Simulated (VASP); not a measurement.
# TiH (P6_3/mmc) in VASP: further runs

The runs below take TiH through single point, relaxation of volume and atoms at fixed shape, with LDA.

Everything below comes from runs of VASP 6.6.1. Logs are shortened: lines on timing, memory, paths and dates and some standing lists are left out, and cuts for length are marked.

**1. The cell of the first run**

It takes space group P6_3/mmc (No. 194, hexagonal). The conventional cell has a = 2.803 Å, b = 2.803 Å, c = 5.127 Å, α = 90.00°, β = 90.00°, γ = 120.00°. Within 2.9 Å of Ti (site symmetry -3m) lie 6 H at 2.06 Å and 8 Ti at 2.56 to 2.80 Å. H (site symmetry -6m2) has 6 Ti at 2.06 Å and 6 H at 2.80 Å within 2.9 Å.

**2. Single point, LDA**

File INCAR:

```
PREC = Accurate
ENCUT = 500
EDIFF = 1E-6
ISMEAR = -1
SIGMA = 0.05
LREAL = F
LASPH = T
NELM = 120
ALGO = Normal
ISIF = 2
LWAVE = F
LCHARG = F
GGA = CA
NBANDS = 21
GGA_COMPAT = F
```

File KPOINTS:

```
regular mesh
0
Gamma
  7 7 4
```

File POSCAR:

```
TiH
1.0
    2.8028891326      0.0000000000      0.0000000000
   -1.4014445663      2.4273731929      0.0000000000
    0.0000000000      0.0000000000      5.1266757612
Ti H
2 2
Direct
    0.0000000000      0.0000000000      0.0000000000
    0.0000000000      0.0000000000      0.5000000000
    0.6666666667      0.3333333333      0.7500000000
    0.3333333333      0.6666666667      0.2500000000
```

Potentials or basis: VASP PAW LDA potentials, release 64 (Ti_sv, H).

Run with:

```console
cat potpaw_LDA.64/Ti_sv/POTCAR potpaw_LDA.64/H/POTCAR > POTCAR
mpirun -np 1 vasp_std > vasp.out
```

OUTCAR:

```text
PREC = Accurate
   ENCUT = 500
   EDIFF = 1E-6
   ISMEAR = -1
   LREAL = F
   LASPH = T
   NELM = 120
   ISIF = 2
   GGA = CA

 ion  position               nearest neighbor table
   1  0.000  0.000  0.000-   2 2.56   2 2.56
   2  0.000  0.000  0.500-   1 2.56   1 2.56
   3  0.667  0.333  0.750-
   4  0.333  0.667  0.250-

  LATTYP: Found a hexagonal cell.
 ALAT       =     2.8028891326
 C/A-ratio  =     1.8290683358

  Lattice vectors:

 A1 = (   2.8028891326,   0.0000000000,   0.0000000000)
 A2 = (  -1.4014445663,   2.4273731929,   0.0000000000)
 A3 = (   0.0000000000,   0.0000000000,   5.1266757612)

Analysis of symmetry for initial positions (statically):
=====================================================================
 Subroutine PRICEL returns:
 Original cell was already a primitive cell.

 Routine SETGRP: Setting up the symmetry group for a
 hexagonal supercell.

 Subroutine GETGRP returns: Found 24 space group operations
 (whereof 12 operations were pure point group operations)
 out of a pool of 24 trial point group operations.

The static configuration has the point symmetry D_3d.
 The point group associated with its full space group is D_6h.

Analysis of symmetry for dynamics (positions and initial velocities):
=====================================================================
 Subroutine PRICEL returns:
 Original cell was already a primitive cell.

 Routine SETGRP: Setting up the symmetry group for a
 hexagonal supercell.

 Subroutine GETGRP returns: Found 24 space group operations
 (whereof 12 operations were pure point group operations)
 out of a pool of 24 trial point group operations.

The dynamic configuration has the point symmetry D_3d.
 The point group associated with its full space group is D_6h.

 Subroutine INISYM returns: Found 24 space group operations
 (whereof 12 operations are pure point group operations),
 and found     1 'primitive' translations

----------------------------------------------------------------------------------------

                                     Primitive cell

  volume of cell :      34.8801

  direct lattice vectors                    reciprocal lattice vectors
     2.802889133  0.000000000  0.000000000     0.356774725  0.205983984  0.000000000
    -1.401444566  2.427373193  0.000000000     0.000000000  0.411967967  0.000000000
     0.000000000  0.000000000  5.126675761     0.000000000  0.000000000  0.195058172

  length of vectors
     2.802889133  2.802889133  5.126675761     0.411967967  0.411967967  0.195058172

  position of ions in fractional coordinates (direct lattice)
     0.000000000  0.000000000  0.000000000
     0.000000000  0.000000000  0.500000000
     0.666666667  0.333333333  0.750000000
     0.333333333  0.666666667  0.250000000

  ion indices of the primitive-cell ions
   primitive index   ion index
                 1           1
                 2           2
                 3           3
                 4           4

----------------------------------------------------------------------------------------

 KPOINTS: regular mesh

Automatic generation of k-mesh.
 Grid dimensions read from file:
 generate k-points for:    7    7    4

 Generating k-lattice:

  Cartesian coordinates                     Fractional coordinates (reciprocal lattice)
     0.050967818  0.029426283  0.000000000     0.142857143  0.000000000  0.000000000
     0.000000000  0.058852567  0.000000000     0.000000000  0.142857143  0.000000000
     0.000000000  0.000000000  0.048764543     0.000000000  0.000000000  0.250000000

  Length of vectors
     0.058852567  0.058852567  0.048764543

  Shift w.r.t. Gamma in fractional coordinates (k-lattice)
     0.000000000  0.000000000  0.000000000

 Subroutine IBZKPT returns following result:
 ===========================================

 Found     24 irreducible k-points:

 Following reciprocal coordinates:
            Coordinates               Weight
  0.000000  0.000000  0.000000      1.000000
  0.142857  0.000000  0.000000      6.000000
  0.285714  0.000000  0.000000      6.000000
  0.428571  0.000000  0.000000      6.000000
  0.142857  0.142857  0.000000      6.000000
  0.285714  0.142857  0.000000     12.000000
[... 16 lines left out ...]
  0.428571  0.142857  0.500000      6.000000
  0.285714  0.285714  0.500000      6.000000
   k-points           NKPTS =     24   k-points in BZ     NKDIM =     24   number of bands    NBANDS=     21
   number of dos      NEDOS =    301   number of ions     NIONS =      4
   total plane-waves  NPLWV =  16000
   dimension x,y,z NGX =    20 NGY =   20 NGZ =   40
   dimension x,y,z NGXF=    40 NGYF=   40 NGZF=   80
   ions per type =               2   2
   NGX,Y,Z   is equivalent  to a cutoff of  11.86, 11.86, 12.97 a.u.
   NGXF,Y,Z  is equivalent  to a cutoff of  23.72, 23.72, 25.94 a.u.
 SYSTEM =  unknown system
   PREC   = accura    normal or accurate (medium, high low for compatibility)
   ISTART =      0    job   : 0-new  1-cont  2-samecut
   ICHARG =      2    charge: 1-file 2-atom 10-const
   ISPIN  =      1    spin polarized calculation?
   LNONCOLLINEAR =      F non collinear calculations
   LSORBIT =      F    spin-orbit coupling
   LASPH  =      T    aspherical Exc in radial PAW
   ENCUT  =  500.0 eV  36.75 Ry    6.06 a.u.   5.11  5.11  9.35*2*pi/ulx,y,z
   NELM   =    120;   NELMIN=  2; NELMDL= -5     # of ELM steps
   EDIFF  = 0.1E-05   stopping-criterion for ELM
   LREAL  =      F    real-space projection
   EDIFFG = 0.1E-04   stopping-criterion for IOM
   NSW    =      0    number of steps for IOM
   IBRION =     -1    ionic relax: 0-MD 1-quasi-New 2-CG
   NFREE  =      0    steps in history (QN), initial steepest desc. (CG)
   ISIF   =      2    stress and relaxation
   ISYM   =      2    0-nonsym 1-usesym 2-fastsym
   POTIM  = 0.5000    time-step for ionic-motion
   TEBEG  =    0.0;   TEEND  =   0.0 temperature during run
   PSTRESS=    0.0 pullay stress
   NELECT =      26.0000    total number of electrons
   NUPDOWN=      -1.0000    fix difference up-down
   EMIN   =  10.00;   EMAX   =-10.00  energy-range for DOS
   EFERMI =   0.00;   METHOD = LEGACY
   ISMEAR =    -1;   SIGMA  =   0.05  broadening in eV -4-tet -1-fermi 0-gaus
   EFERMI_NEDOS =   21; number of points for ismear=-14 and -15
   IALGO  =     38    algorithm
   IMIX   =      4    mixing-type and parameters
     AMIX     =   0.40;   BMIX     =  1.00
     AMIX_MAG =   1.60;   BMIX_MAG =  1.00
  volume/ion in A,a.u.               =       8.72        58.85
  Fermi-wavevector in a.u.,A,eV,Ry     =   1.484362  2.805038 29.978134  2.203331
  Thomas-Fermi vector in A             =   2.597908
   LORBIT       =      0    0 simple, 1 ext, 2 COOP (PROOUT), +10 PAW based schemes
   GGA     = CA    functional components
   LHFCALC =     F    Hartree Fock is set to
   AEXX    =    0.0000 exact exchange contribution
   IVDW    =     0    specifies the selected vdW correction
   LEPSILON=     F    determine dielectric tensor
   LRPA    =     F    only Hartree local field effects (RPA)
 non-spin polarized calculation
  energy-cutoff  :      500.00
  volume of cell :       34.88
 maximum number of plane-waves:       894
   NGX = 11   NGY = 11   NGZ = 19

 number of electron      26.0000015 magnetization

 Free energy of the ion-electron system (eV)
  ---------------------------------------------------
  ext. energy  EPLUGINS =         0.00000000
  ---------------------------------------------------
  free energy    TOTEN  =       -25.19605762 eV

  energy without entropy =      -25.18539356  energy(sigma->0) =      -25.19072559

 E-fermi :   9.2697     XC(G=0): -12.3640

 val. band max:        9.1870192648   @ k =   0.1429   0.0000   0.2500
 cond. band min:       9.3425365942   @ k =   0.2857   0.2857   0.0000
 fundamental gap:      0.1555173294
 Fermi energy:         9.2696808962

 k-point     1 :       0.0000    0.0000    0.0000
  band No.  band energies     occupation
      1     -46.8267      2.00000
      2     -46.6414      2.00000
      3     -24.0736      2.00000
      4     -23.0463      2.00000
      5     -23.0463      2.00000
      6     -22.9347      2.00000
[... 13 lines left out ...]
     20      12.9372      0.00000
     21      16.6632      0.00000

 k-point     2 :       0.1429    0.0000    0.0000
  band No.  band energies     occupation
      1     -46.8000      2.00000
      2     -46.6168      2.00000
      3     -24.0373      2.00000
      4     -23.2077      2.00000
      5     -23.0810      2.00000
      6     -23.0765      2.00000
[... 13 lines left out ...]
     20      12.8680      0.00000
     21      16.6138      0.00000

 k-point     3 :       0.2857    0.0000    0.0000
  band No.  band energies     occupation
      1     -46.7394      2.00000
      2     -46.5611      2.00000
      3     -23.9551      2.00000
      4     -23.5594      2.00000
      5     -23.3877      2.00000
      6     -23.1582      2.00000
[... 13 lines left out ...]
     20      12.7180      0.00000
     21      16.3691      0.00000

 k-point     4 :       0.4286    0.0000    0.0000
  band No.  band energies     occupation
      1     -46.6902      2.00000
      2     -46.5159      2.00000
      3     -23.8897      2.00000
      4     -23.8303      2.00000
      5     -23.6305      2.00000
      6     -23.2193      2.00000
[... 13 lines left out ...]
     20      13.0506      0.00000
     21      15.2939      0.00000

 k-point     5 :       0.1429    0.1429    0.0000
  band No.  band energies     occupation
      1     -46.7563      2.00000
      2     -46.5766      2.00000
      3     -23.9780      2.00000
      4     -23.4401      2.00000
      5     -23.2820      2.00000
      6     -23.1610      2.00000
[... 13 lines left out ...]
     20      12.6975      0.00000
     21      16.4957      0.00000
[... 382 lines left out ...]
     20      11.6848      0.00000
     21      17.1873      0.00000

 k-point    22 :       0.2857    0.1429    0.5000
  band No.  band energies     occupation
      1     -46.6145      2.00000
      2     -46.6145      2.00000
      3     -23.6141      2.00000
      4     -23.6141      2.00000
      5     -23.3659      2.00000
      6     -23.3659      2.00000
[... 13 lines left out ...]
     20      13.1123      0.00000
     21      16.6911      0.00000

 k-point    23 :       0.4286    0.1429    0.5000
  band No.  band energies     occupation
      1     -46.5908      2.00000
      2     -46.5908      2.00000
      3     -23.7204      2.00000
      4     -23.7204      2.00000
      5     -23.3432      2.00000
      6     -23.3432      2.00000
[... 13 lines left out ...]
     20      13.9502      0.00000
     21      15.7929      0.00000

 k-point    24 :       0.2857    0.2857    0.5000
  band No.  band energies     occupation
      1     -46.5850      2.00000
      2     -46.5850      2.00000
      3     -23.6153      2.00000
      4     -23.6153      2.00000
      5     -23.4115      2.00000
      6     -23.4115      2.00000
[... 13 lines left out ...]
     20      14.4886      0.00000
     21      16.6250      0.00000

------------------------ aborting loop because EDIFF is reached ----------------------------------------

  FORCE on cell =-STRESS in cart. coord.  units (eV):
  Direction    XX          YY          ZZ          XY          YZ          ZX
  --------------------------------------------------------------------------------------
  -------------------------------------------------------------------------------------
  Total        0.1806204      0.1806204     -0.3250149      0.0000000      0.0000000      0.0000000
  in kB        8.2965814      8.2965814    -14.9291674      0.0000000      0.0000000      0.0000000
  external PRESSURE =       0.5546651 kB  Pullay stress =       0.0000000 kB

 VOLUME and BASIS-vectors are now :
 -----------------------------------------------------------------------------
  energy-cutoff  :      500.00
  volume of cell :       34.88
      direct lattice vectors                 reciprocal lattice vectors
     2.802889133  0.000000000  0.000000000     0.356774725  0.205983984  0.000000000
    -1.401444566  2.427373193  0.000000000     0.000000000  0.411967967  0.000000000
     0.000000000  0.000000000  5.126675761     0.000000000  0.000000000  0.195058172

 POSITION                                       TOTAL-FORCE (eV/Angst)
 -----------------------------------------------------------------------------------
      0.00000      0.00000      0.00000         0.000000     -0.000000      0.000000
      0.00000      0.00000      2.56334         0.000000     -0.000000      0.000000
      1.40144      0.80912      3.84501         0.000000     -0.000000     -0.000000
     -0.00000      1.61825      1.28167        -0.000000      0.000000      0.000000
 -----------------------------------------------------------------------------------
    total drift:                               -0.000000      0.000000      0.000000

  FREE ENERGIE OF THE ION-ELECTRON SYSTEM (eV)
  ---------------------------------------------------
  free  energy   TOTEN  =       -25.1960576224 eV

  energy  without entropy=      -25.1853935638  energy(sigma->0) =      -25.19072559
```

Wall time 11 s (1 thread of Intel Xeon Platinum 8375C at 2.90GHz (Ice Lake), shared host); peak memory 0.14 GiB.

Results:

* Free energy: -25.1961 eV
* Pressure: 0.1 GPa
* Band gap on the k mesh: zero (bands 13 and 14 overlap by 1.33 eV)

Stress tensor (GPa, compression positive):
```
 0.83  0.00  0.00
 0.00  0.83  0.00
 0.00  0.00 -1.49
```

Caveat: the k points lie up to 0.37 Å⁻¹ apart, too coarse for converged energies and pressures of a metal.

**3. Relaxation of volume and atoms at fixed shape, LDA**

This run uses another cell than the first one, of 9.44 Å³/atom.

File INCAR:

```
SYSTEM = TiH
PREC = Accurate ; ENCUT = 500
EDIFF = 1E-7 ; ISMEAR = -1
SIGMA = 0.05 ; LREAL = .FALSE.
LASPH = .TRUE. ; NELM = 120
ALGO = Normal ; ISIF = 8
LWAVE = .FALSE. ; LCHARG = .FALSE.
IBRION = 2 ; NSW = 80
EDIFFG = -0.03 ; GGA_COMPAT = .FALSE.
NELMIN = 4
```

File KPOINTS:

```
Automatic mesh
0
G
  7 7 4
  0 0 0
```

File POSCAR:

```
TiH
1.0
    2.8775820000      0.0000000000      0.0000000000
   -1.4387910000      2.4920590000      0.0000000000
    0.0000000000      0.0000000000      5.2632940000
Ti H
2 2
Direct
    0.0000000000      0.0000000000      0.0000000000
    0.0000000000      0.0000000000      0.5000000000
    0.6666666667      0.3333333333      0.7500000000
    0.3333333333      0.6666666667      0.2500000000
```

Potentials or basis: VASP PAW LDA potentials, release 64 (Ti_sv, H).

Run with:

```console
cat potpaw_LDA.64/Ti_sv/POTCAR potpaw_LDA.64/H/POTCAR > POTCAR
mpirun -np 1 vasp_std > vasp.out
```

It took 33 s on 1 thread of Intel Xeon Platinum 8375C at 2.90GHz (Ice Lake), shared host; peak memory 0.15 GiB.

The run converged. Its results:

```yaml
Free_energy: -25.1992 eV
Relaxed_volume: 8.72 Å³/atom
Relaxed_cell: a = 2.803 Å, b = 2.803 Å, c = 5.128 Å, α = 90.00°, β = 90.00°, γ = 120.00°
Space_group_after_relaxing_to_0.1_Å: P6_3/mmc (No. 194)
Energy_gained_by_relaxing: 23.1 meV/atom
Ionic_steps: 3
Pressure_after_relaxing: 0.0 GPa
Band_gap_on_the_k_mesh: zero (bands 13 and 14 overlap by 1.32 eV)
```

Stress tensor (GPa, compression positive):
```
 0.80  0.00  0.00
 0.00  0.80  0.00
 0.00  0.00 -1.54
```

Step by step:
```csv
step,energy change (eV),largest force (eV/Å),pressure (GPa),volume (Å³)
1,0.0000,0.0000,-9.79,37.74
2,-0.0916,0.0000,0.93,34.68
3,-0.0922,0.0000,0.02,34.90
```

Final structure:
```xyz
4
Lattice="2.8034 0.0000 0.0000 -1.4017 2.4278 0.0000 0.0000 0.0000 5.1276" Properties=species:S:1:pos:R:3 pbc="T T T"
Ti    0.0000    0.0000    0.0000
Ti    0.0000    0.0000    2.5638
H     1.4017    0.8093    3.8457
H     0.0000    1.6185    1.2819
```

Levels at points of the mesh, in eV from the Fermi level:
```
           k point  band 11  band 12  band 13  band 14  band 15  band 16
(0.00, 0.00, 0.00)    -2.84    -1.86     0.36     0.36     1.15     1.15
(0.00, 0.00, 0.50)    -1.31    -1.31     0.74     0.74     0.74     0.74
```

Caveat: the k points lie up to 0.37 Å⁻¹ apart in the final cell, too coarse for converged energies and pressures of a metal.
